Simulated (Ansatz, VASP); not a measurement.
SiAs4: VASP beside Ansatz

```
CELL_PARAMETERS angstrom
3.28925 0.00000 0.00000
-1.64463 2.84858 0.00000
0.00000 0.00000 10.57653
ATOMIC_POSITIONS crystal
Si 0.00000 0.00000 0.00000
As 0.33333 0.66667 0.86586
As 0.33333 0.66667 0.37680
As 0.66667 0.33333 0.13414
As 0.66667 0.33333 0.62320
```

Change from the starting cell: species swapped into the Co4H type (P-3m1, No. 164).

Alike in both runs: task relaxation of cell and atoms; functional PBE; k mesh 6 × 6 × 2; occupations gaussian, width 0.1 eV; no spin polarisation.

```csv
,VASP,Ansatz
version,VASP 6.6.1,Ansatz 0.2.0
potentials or method,"VASP PAW PBE potentials, release 64 (Si, As), cutoff 600 eV","scalar-relativistic, plane waves, PAW"
valence electrons in the cell,24,64
```

|  | VASP | Ansatz | Ansatz less VASP |
| --- | --- | --- | --- |
| gap on the k mesh at the Fermi level, each at its own relaxed structure (eV) | none | none | - |
| relaxed volume (Å³/atom) | 19.53 | 20.83 | +1.306 |
| relaxed length of the cell vector where the two differ most in proportion (Å) | 8.276 | 9.548 | +1.2724 |

A gap of «none» marks a metal or a gap that the smearing closes. One of these differences is far larger than is usual between the two programs; its cause wasn't traced. VASP's potentials hold 24 valence electrons a cell and Ansatz's 64, so a difference there can come from the potentials and not from the codes.

The k mesh is coarse, so the values compare programs but aren't converged.
